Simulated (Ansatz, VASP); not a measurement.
## One calculation of BAs, two programs

```xyz
2
Lattice="2.1275 0.0000 0.0000 0.0000 3.1741 0.0000 0.0000 0.0000 4.9510" Properties=species:S:1:pos:R:3 pbc="T T T"
B     0.0000    1.5870    0.0000
As    1.0638    1.5870    2.4755
```

Alike in both runs: task relaxation of cell and atoms; functional revPBE; dispersion D3(BJ); k mesh 12 × 8 × 6; occupations fermi-dirac, width 0.05 eV; no spin polarisation.

|  | VASP | Ansatz |
| --- | --- | --- |
| version | VASP 6.6.1 | Ansatz 0.2.0 |
| potentials or method | VASP PAW PBE potentials, release 64 (B, As) | Ansatz PAW |
| plane-wave cutoff (eV) | 600 | 420 |
| valence electrons in the cell | 8 | 18 |

```tsv
	VASP	Ansatz	Ansatz less VASP
gap on the k mesh at the Fermi level, each at its own relaxed structure (eV)	none	none	-
relaxed volume (Å³/atom)	12.30	14.36	+2.060
relaxed cell length with the largest relative difference (Å)	3.118	4.338	+1.2203
```

VASP's potentials were made for PBE, not for revPBE. A gap of «none» marks a metal or a gap that the smearing closes. One of these differences is far larger than is usual between the two programs; its cause wasn't traced. VASP's potentials hold 8 valence electrons a cell and Ansatz's 18, so a difference there can come from the potentials and not from the codes.

Noted on VASP's run: the volume moved by over 15 % at a fixed basis, so the end points are rough. Noted on Ansatz's run: the plane-wave basis is chosen anew once the cell has moved, so the energies of steps on either side of that aren't comparable.
